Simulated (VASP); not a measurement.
Runs of VASP 6.6.1 on NbC (sol). The structure is that of space group Fm-3m (No. 225), or close to it. The cells are those of the table. 

```csv
task,cell,k mesh,gap on the mesh (eV),pressure (GPa),relaxed volume (Å³/atom)
single point,"a = 3.188 Å, angles 60.0°, 2 atoms",8 × 8 × 8,none,-12.0,-
single point,"a = 3.147 Å, angles 60.0°, 2 atoms",16 × 16 × 16,none,-0.6,-
relaxation of cell and atoms,"relaxed from a = 3.148 Å, angles 60.0°, 2 atoms",16 × 16 × 16,none,0.0,(a)
relaxation of cell and atoms,"relaxed from a = 3.188 Å, angles 60.0°, 2 atoms",8 × 8 × 8,none,-0.4,(b)
single point,"a = 3.148 Å, angles 60.0°, 2 atoms",8 × 8 × 8,none,-1.0,-
```

Alike in all rows: level PBEsol; potentials or basis VASP PAW PBE potentials, release 64 (Nb_sv, C); no spin polarisation; cutoff (eV) 600; smearing gaussian 0.1 eV.

Task: Estimate the missing entries.

Result: (a) 11.00; (b) 11.01.

Caveats: the PAW data sets were made with another functional, which shifts forces and pressure a little.

A k mesh can miss the band edges, and the runs leave out spin-orbit coupling on Nb.

A gap of «none» marks levels without a gap at the run's occupations.
